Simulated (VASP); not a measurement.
Runs of VASP 6.6.1 on LiCl. The structure is that of space group F-43m (No. 216), or close to it. The cells are those of the table. 

```tsv
task	level	potentials or basis	cell	k mesh	cutoff (eV)	smearing	gap on the mesh (eV)	pressure (GPa)	relaxed volume (Å³/atom)
relaxation of cell and atoms	PBE	VASP PAW PBE potentials, release 64 (Li_sv, Cl)	relaxed from a = 3.435 Å, angles 60.0°, 2 atoms	8 × 8 × 8	600	fermi-dirac 0.02 eV	(b)	0.0	20.78
single point	r2SCAN	VASP PAW PBE potentials, release 64 (Li_sv, Cl)	a = 3.865 Å, angles 60.0°, 2 atoms	8 × 8 × 8	520	fermi-dirac 0.02 eV	6.77	-	-
single point	PBE	VASP PAW PBE potentials, release 64 (Li_sv, Cl)	a = 3.865 Å, angles 60.0°, 2 atoms	4 × 4 × 4	520	gaussian 0.01 eV	6.05	-	-
single point	PBE	VASP PAW PBE potentials, release 64 (Li_sv, Cl)	a = 3.865 Å, angles 60.0°, 2 atoms	8 × 8 × 8	520	fermi-dirac 0.02 eV	6.06	-	-
single point	PBEsol	VASP PAW PBE potentials, release 64 (Li_sv, Cl)	a = 3.846 Å, angles 60.0°, 2 atoms	8 × 8 × 8	520	fermi-dirac 0.02 eV	5.89	-	-
single point	LDA	VASP PAW LDA potentials, release 64 (Li_sv, Cl)	a = 3.765 Å, angles 60.0°, 2 atoms	8 × 8 × 8	520	fermi-dirac 0.02 eV	(a)	-	-
single point	r2SCAN	VASP PAW PBE potentials, release 64 (Li_sv, Cl)	a = 3.865 Å, angles 60.0°, 2 atoms	8 × 8 × 8	520	gaussian 0.01 eV	6.77	-	-
relaxation of cell and atoms	PBEsol	VASP PAW PBE potentials, release 64 (Li_sv, Cl)	relaxed from a = 3.900 Å, angles 60.0°, 2 atoms	8 × 8 × 8	600	fermi-dirac 0.02 eV	5.89	0.0	20.12
single point	LDA	VASP PAW LDA potentials, release 64 (Li_sv, Cl)	a = 3.865 Å, angles 60.0°, 2 atoms	8 × 8 × 8	520	gaussian 0.01 eV	5.64	-	-
single point	PBE	VASP PAW PBE potentials, release 64 (Li_sv, Cl)	a = 3.900 Å, angles 60.0°, 2 atoms	8 × 8 × 8	520	fermi-dirac 0.02 eV	5.96	-	-
```

Alike in all rows: no spin polarisation.

Q: Fill in the values left out.

A: (a) 5.92; (b) 6.00.

Caveats: some runs use coarse meshes; the cutoff is under 1.25 times the usual one of these potentials, so pressure, stress and relaxed cells hold a basis-set (Pulay) error; the PAW data sets were made with another functional, which shifts forces and pressure a little (at least some runs); the volume moved by over 15 % at a fixed basis, so the end points are rough (at least some runs).

A k mesh can miss the band edges.
